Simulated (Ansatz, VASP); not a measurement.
## Two plane-wave programs on TiTe2

```xyz
3
Lattice="3.6975 0.0000 0.0000 -1.8487 3.2021 0.0000 0.0000 0.0000 6.3856" Properties=species:S:1:pos:R:3 pbc="T T T"
Ti    0.0000    0.0000    0.0000
Te    1.8487    1.0674    1.7313
Te    0.0000    2.1348    4.6543
```

Alike in both runs: functional PBE; dispersion D3(BJ); k mesh 15 × 15 × 8; occupations gaussian, width 0.3 eV; no spin polarisation.

Ansatz relaxed the structure, and its values are those at the end. VASP's run is a single point on that final structure, the one shown.

```csv
,VASP,Ansatz
version,VASP 6.6.1,Ansatz 0.2.0
potentials or method,"VASP PAW PBE potentials, release 64 (Ti_sv, Te), cutoff 520 eV","scalar-relativistic, plane waves, PAW"
valence electrons in the cell,24,44
```

|  | VASP | Ansatz | Ansatz less VASP |
| --- | --- | --- | --- |
| gap on the k mesh at the Fermi level (eV) | none | none | - |
| pressure (GPa) | 0.0 | 0.0 | +0.02 |
| rms of the force components (eV/Å) | 0.005 | 0.000 | -0.0049 |

A gap of «none» marks a metal or a gap that the smearing closes. VASP's potentials hold 24 valence electrons a cell and Ansatz's 44, so a difference there can come from the potentials and not from the codes.

Neither program's run includes spin-orbit coupling.
